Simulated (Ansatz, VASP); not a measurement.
SiGe in VASP and in Ansatz

```
Si Ge
1.0
     4.21264    0.00000    0.00000
    -2.10632    3.64826    0.00000
     0.00000    0.00000    5.92792
Si Ge
2 2
Direct
  0.66667 0.33333 0.87455
  0.33333 0.66667 0.37455
  0.66667 0.33333 0.50045
  0.33333 0.66667 0.00045
```

Change from the starting cell: strain +0.080 along x and y, -0.080 along z, atoms carried along.

Alike in both runs: task single point; functional PBEsol; k mesh 12 × 12 × 6; occupations gaussian, width 0.03 eV; no spin polarisation.

```csv
,VASP,Ansatz
version,VASP 6.6.1,Ansatz 0.2.0
potentials or method,"VASP PAW PBE potentials, release 64 (Si, Ge_d), cutoff 520 eV","scalar-relativistic, plane waves, PAW"
valence electrons in the cell,36,36
```

|  | VASP | Ansatz | Ansatz less VASP |
| --- | --- | --- | --- |
| gap on the k mesh at the Fermi level (eV) | none | none | - |
| pressure (GPa) | -1.4 | -1.3 | +0.02 |
| traceless stress, the component that is largest in VASP (GPa) | 21.35 | 21.35 | -0.004 |
| rms of the force components (eV/Å) | 1.215 | 1.220 | +0.0053 |

VASP's potentials were made for PBE, not for PBEsol. Atom by atom the forces differ by 0.005 eV/Å (rms over components). A gap of «none» marks a metal or a gap that the smearing closes.
